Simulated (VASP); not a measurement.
Al:

```
Al
1.0
    -1.40380    1.45620    2.01865
     1.40380   -1.45620    2.01865
     1.40380    1.45620   -2.01865
Al
1
Direct
  0.00000 0.00000 0.00000
```

* Program: VASP 6.6.1
* Task: relaxation of cell and atoms
* Functional: PBE
* Potentials or basis: VASP PAW PBE potentials, release 64 (Al)
* Cutoff: 600 eV
* k mesh: 26 × 26 × 26
* Occupations: gaussian, width 0.1 eV
* Spin: no spin polarisation

At the start: pressure 0.0 GPa; volume 16.51 Å³/atom.

Where does the relaxation end?

Over 8 steps the energy falls by 2.8 meV/atom and the volume is 16.49 Å³/atom (-0.1 %); space group Immm (No. 71, to 0.1 Å) before, Fm-3m (No. 225, to 0.1 Å).

Step by step:
| step | energy change (eV) | largest force (eV/Å) | pressure (GPa) | volume (Å³) |
| --- | --- | --- | --- | --- |
| 1 | 0.0000 | 0.0000 | 0.00 | 16.51 |
| 2 | -0.0015 | 0.0000 | -0.05 | 16.51 |
| 3 | -0.0027 | 0.0000 | -0.07 | 16.50 |
| 4 | -0.0027 | 0.0000 | -0.07 | 16.50 |
| 5 | -0.0027 | 0.0000 | -0.07 | 16.50 |
| 6 | -0.0028 | 0.0000 | 0.04 | 16.48 |
| 7 | -0.0028 | 0.0000 | 0.07 | 16.47 |
| 8 | -0.0028 | 0.0000 | 0.01 | 16.49 |

Final structure:
```xyz
1
Lattice="-1.4293 1.4285 2.0186 1.4293 -1.4285 2.0186 1.4293 1.4285 -2.0186" Properties=species:S:1:pos:R:3 pbc="T T T"
Al    2.8586    0.0000    0.0000
```
